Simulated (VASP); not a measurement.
Input of a VASP 6.6.1 run:

File INCAR:

```
SYSTEM = HfO3
ALGO = Normal ; EDIFF = 1E-6
ENCUT = 520 ; GGA = PE
ISIF = 2 ; ISMEAR = 0
LASPH = .TRUE. ; LCHARG = .FALSE.
LREAL = .FALSE. ; LWAVE = .FALSE.
NBANDS = 22 ; NELM = 60
PREC = Accurate ; SIGMA = 0.1
```

The input KPOINTS:

```
k-points
0
G
  6 6 6
  0 0 0
```

Contents of POSCAR:

```
HfO3
1.0
    0.0000000000      2.6529160933      2.6529160933
    2.6529160933      0.0000000000      2.6529160933
    2.6529160933      2.6529160933      0.0000000000
Hf O
1 3
Direct
    0.5000000000      0.5000000000      0.5000000000
    0.0000000000      0.0000000000      0.0000000000
    0.2500000000      0.2500000000      0.2500000000
    0.7500000000      0.7500000000      0.7500000000
```

Potentials or basis: VASP PAW PBE potentials, release 64 (Hf_pv, O).

Command:

```sh
$ cat potpaw_PBE.64/Hf_pv/POTCAR potpaw_PBE.64/O/POTCAR > POTCAR
$ mpirun -np 1 vasp_std > vasp.out
```

(1) What does it give for the band gap on the k mesh?

(2) Estimate the pressure.

## Answers

(1) zero (bands 14 and 15 overlap by 0.70 eV).

(2) -2.8 GPa.

Caveat: spin-orbit coupling is left out, which moves the levels of the heavy elements.
